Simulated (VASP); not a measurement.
# Zn (P6_3/mmc) in VASP: notebook

The runs below take Zn through single point, with r2SCAN.

All numbers are computed with VASP 6.6.1; they aren't measurements. Logs are shortened: lines on timing, memory, paths and dates and some standing lists are left out, and cuts for length are marked.

## (1) The cell of the first run

The structure is hexagonal, space group P6_3/mmc (No. 194). The conventional cell has a = 2.619 Å, b = 2.619 Å, c = 4.839 Å, α = 90.00°, β = 90.00°, γ = 120.00°. Within 3.5 Å of Zn (site symmetry -6m2) lie 12 Zn at 2.62 to 2.85 Å.

## (2) Single point, r2SCAN

The input, POSCAR:

```
Zn
1.0
    2.6187264646      0.0000000000      0.0000000000
   -1.3093632323      2.2678836439      0.0000000000
    0.0000000000      0.0000000000      4.8388970683
Zn
2
Direct
    0.3333333333      0.6666666667      0.2500000000
    0.6666666667      0.3333333333      0.7500000000
```

The input, INCAR.step1:

```
PREC = Accurate
ENCUT = 520
ISMEAR = -1
SIGMA = 0.1
LREAL = False
LASPH = True
NELM = 80
NBANDS = 19
GGA = PE
ALGO = Normal
EDIFF = 1E-4
LWAVE = True
LCHARG = False
```

The input, INCAR.step2:

```
PREC = Accurate
ENCUT = 520
EDIFF = 1E-6
ISMEAR = -1
SIGMA = 0.1
LREAL = False
LASPH = True
NELM = 80
ALGO = Normal
ISIF = 2
LWAVE = False
LCHARG = False
METAGGA = R2SCAN
LMIXTAU = True
NBANDS = 19
ISTART = 1
```

The input, KPOINTS:

```
regular mesh
0
Gamma
  2 2 1
```

Potentials or basis: VASP PAW PBE potentials, release 64 (Zn).

Run with:

```console
> cat potpaw_PBE.64/Zn/POTCAR > POTCAR
> cp INCAR.step1 INCAR
> mpirun -np 1 vasp_std > vasp.out
> cp INCAR.step2 INCAR
> mpirun -np 1 vasp_std > vasp.out
```

OUTCAR:

```text
PREC = Accurate
   ENCUT = 520
   EDIFF = 1E-6
   ISMEAR = -1
   LREAL = False
   LASPH = True
   NELM = 80
   ISIF = 2
   METAGGA = R2SCAN
   ISTART = 1

 ion  position               nearest neighbor table
   1  0.333  0.667  0.250-   2 2.85   2 2.85   2 2.85   2 2.85   2 2.85   2 2.85
   2  0.667  0.333  0.750-   1 2.85   1 2.85   1 2.85   1 2.85   1 2.85   1 2.85

  LATTYP: Found a hexagonal cell.
 ALAT       =     2.6187264646
 C/A-ratio  =     1.8478054633

  Lattice vectors:

 A1 = (   2.6187264646,   0.0000000000,   0.0000000000)
 A2 = (  -1.3093632323,   2.2678836439,   0.0000000000)
 A3 = (   0.0000000000,   0.0000000000,   4.8388970683)

Analysis of symmetry for initial positions (statically):
=====================================================================
 Subroutine PRICEL returns:
 Original cell was already a primitive cell.

 Routine SETGRP: Setting up the symmetry group for a
 hexagonal supercell.

 Subroutine GETGRP returns: Found 24 space group operations
 (whereof 12 operations were pure point group operations)
 out of a pool of 24 trial point group operations.

The static configuration has the point symmetry D_3d.
 The point group associated with its full space group is D_6h.

Analysis of symmetry for dynamics (positions and initial velocities):
=====================================================================
 Subroutine PRICEL returns:
 Original cell was already a primitive cell.

 Routine SETGRP: Setting up the symmetry group for a
 hexagonal supercell.

 Subroutine GETGRP returns: Found 24 space group operations
 (whereof 12 operations were pure point group operations)
 out of a pool of 24 trial point group operations.

The dynamic configuration has the point symmetry D_3d.
 The point group associated with its full space group is D_6h.

 Subroutine INISYM returns: Found 24 space group operations
 (whereof 12 operations are pure point group operations),
 and found     1 'primitive' translations

----------------------------------------------------------------------------------------

                                     Primitive cell

  volume of cell :      28.7380

  direct lattice vectors                    reciprocal lattice vectors
     2.618726465  0.000000000  0.000000000     0.381865007  0.220469865  0.000000000
    -1.309363232  2.267883644  0.000000000     0.000000000  0.440939729  0.000000000
[... 63 lines left out ...]
   LREAL  =      F    real-space projection
   EDIFFG = 0.1E-04   stopping-criterion for IOM
   NSW    =      0    number of steps for IOM
   IBRION =     -1    ionic relax: 0-MD 1-quasi-New 2-CG
   NFREE  =      0    steps in history (QN), initial steepest desc. (CG)
   ISIF   =      2    stress and relaxation
   ISYM   =      2    0-nonsym 1-usesym 2-fastsym
   POTIM  = 0.5000    time-step for ionic-motion
   TEBEG  =    0.0;   TEEND  =   0.0 temperature during run
   PSTRESS=    0.0 pullay stress
   NELECT =      24.0000    total number of electrons
   NUPDOWN=      -1.0000    fix difference up-down
   EMIN   =  10.00;   EMAX   =-10.00  energy-range for DOS
   EFERMI =   0.00;   METHOD = LEGACY
   ISMEAR =    -1;   SIGMA  =   0.10  broadening in eV -4-tet -1-fermi 0-gaus
   EFERMI_NEDOS =   21; number of points for ismear=-14 and -15
   IALGO  =     38    algorithm
   IMIX   =      4    mixing-type and parameters
     AMIX     =   0.40;   BMIX     =  1.00
     AMIX_MAG =   1.60;   BMIX_MAG =  1.00
  volume/ion in A,a.u.               =      14.37        96.97
  Fermi-wavevector in a.u.,A,eV,Ry     =   1.541675  2.913343 32.337805  2.376762
  Thomas-Fermi vector in A             =   2.647587
   LORBIT       =      0    0 simple, 1 ext, 2 COOP (PROOUT), +10 PAW based schemes
   METAGGA = R2SCAN    functional components
   LHFCALC =     F    Hartree Fock is set to
   AEXX    =    0.0000 exact exchange contribution
   IVDW    =     0    specifies the selected vdW correction
   LEPSILON=     F    determine dielectric tensor
   LRPA    =     F    only Hartree local field effects (RPA)
 non-spin polarized calculation
  energy-cutoff  :      520.00
  volume of cell :       28.74
 maximum number of plane-waves:       796
 NGX is ok and might be reduce to    20
   NGX =  9   NGY =  9   NGZ = 17

 number of electron      24.0000040 magnetization

 Free energy of the ion-electron system (eV)
  ---------------------------------------------------
  ext. energy  EPLUGINS =         0.00000000
  ---------------------------------------------------
  free energy    TOTEN  =       -16.35699041 eV

  energy without entropy =      -16.26129214  energy(sigma->0) =      -16.30914127

 E-fermi :   1.1821     XC(G=0): -13.0057

 val. band max:        1.1127489410   @ k =   0.5000   0.0000   0.0000
 cond. band min:       6.4351816090   @ k =   0.5000   0.0000   0.0000
 fundamental gap:      5.3224326680
 Fermi energy:         1.1821410668

 k-point     1 :       0.0000    0.0000    0.0000
  band No.  band energies     occupation
      1      -7.9623      2.00000
      2      -5.8080      2.00000
      3      -4.9742      2.00000
      4      -4.7378      2.00000
      5      -4.7377      2.00000
      6      -4.6786      2.00000
[... 11 lines left out ...]
     18      23.9403      0.00000
     19      24.1282      0.00000

 k-point     2 :       0.5000    0.0000    0.0000
  band No.  band energies     occupation
      1      -5.5898      2.00000
      2      -5.4948      2.00000
      3      -5.3180      2.00000
      4      -4.7467      2.00000
      5      -4.5689      2.00000
      6      -4.5553      2.00000
[... 11 lines left out ...]
     18      18.7748      0.00000
     19      20.4660      0.00000

------------------------ aborting loop because EDIFF is reached ----------------------------------------

  FORCE on cell =-STRESS in cart. coord.  units (eV):
  Direction    XX          YY          ZZ          XY          YZ          ZX
  --------------------------------------------------------------------------------------
  -------------------------------------------------------------------------------------
  Total        3.1450544      3.1450544     -2.9709273      0.0000000      0.0000000     -0.0000000
  in kB      175.3401840    175.3401840   -165.6324103      0.0000000      0.0000000     -0.0000000
  external PRESSURE =      61.6826526 kB  Pullay stress =       0.0000000 kB

 VOLUME and BASIS-vectors are now :
 -----------------------------------------------------------------------------
  energy-cutoff  :      520.00
  volume of cell :       28.74
      direct lattice vectors                 reciprocal lattice vectors
     2.618726465  0.000000000  0.000000000     0.381865007  0.220469865  0.000000000
    -1.309363232  2.267883644  0.000000000     0.000000000  0.440939729  0.000000000
     0.000000000  0.000000000  4.838897068     0.000000000  0.000000000  0.206658663

 POSITION                                       TOTAL-FORCE (eV/Angst)
 -----------------------------------------------------------------------------------
     -0.00000      1.51192      1.20972         0.000000      0.000000      0.000000
      1.30936      0.75596      3.62917        -0.000000     -0.000000      0.000000
 -----------------------------------------------------------------------------------
    total drift:                                0.000000     -0.000000      0.000000

  FREE ENERGIE OF THE ION-ELECTRON SYSTEM (eV)
  ---------------------------------------------------
  free  energy   TOTEN  =       -16.3569904050 eV

  energy  without entropy=      -16.2612921360  energy(sigma->0) =      -16.30914127
```

OSZICAR.step1:

```text
N       E                     dE             d eps       ncg     rms          rms(c)
DAV:   1     0.110708018402E+03    0.11071E+03   -0.12998E+04    76   0.197E+03
DAV:   2     0.376278242667E+01   -0.10695E+03   -0.10406E+03    76   0.285E+02
DAV:   3    -0.980015661088E+00   -0.47428E+01   -0.47297E+01    96   0.649E+01
DAV:   4    -0.100760863967E+01   -0.27593E-01   -0.27589E-01    85   0.508E+00
DAV:   5    -0.100764370937E+01   -0.35070E-04   -0.35069E-04    90   0.176E-01    0.537E+00
DAV:   6    -0.798281461984E+00    0.20936E+00   -0.78007E-01    82   0.174E+01    0.384E+00
DAV:   7    -0.785275211692E+00    0.13006E-01   -0.26311E-02   101   0.261E+00    0.184E+00
DAV:   8    -0.779909453828E+00    0.53658E-02   -0.17183E-03   106   0.600E-01    0.471E-02
DAV:   9    -0.779912750545E+00   -0.32967E-05   -0.15501E-04    69   0.151E-01
   1 F= -.77991275E+00 E0= -.73199203E+00  d E =-.958414E-01
```

Run time: 24 s. Hardware: 1 thread of Intel Xeon Platinum 8259CL at 2.50GHz (Skylake/Cascade Lake), shared host; peak memory 0.14 GiB.

What came out:

| Item | Value |
| --- | --- |
| Free energy | -16.3570 eV |
| Pressure | 6.2 GPa |
| Band gap on the k mesh | zero (band 12 reaches 1.11 eV, above the bottom of band 13 at 0.40 eV) |

Stress tensor (GPa, compression positive):
```
 17.53   0.00   0.00
  0.00  17.53   0.00
  0.00   0.00 -16.56
```

Caveat: the k points lie up to 1.39 Å⁻¹ apart; the PAW data sets were made with another functional, which shifts forces and pressure a little.

(Continued in part 2 of 2.)
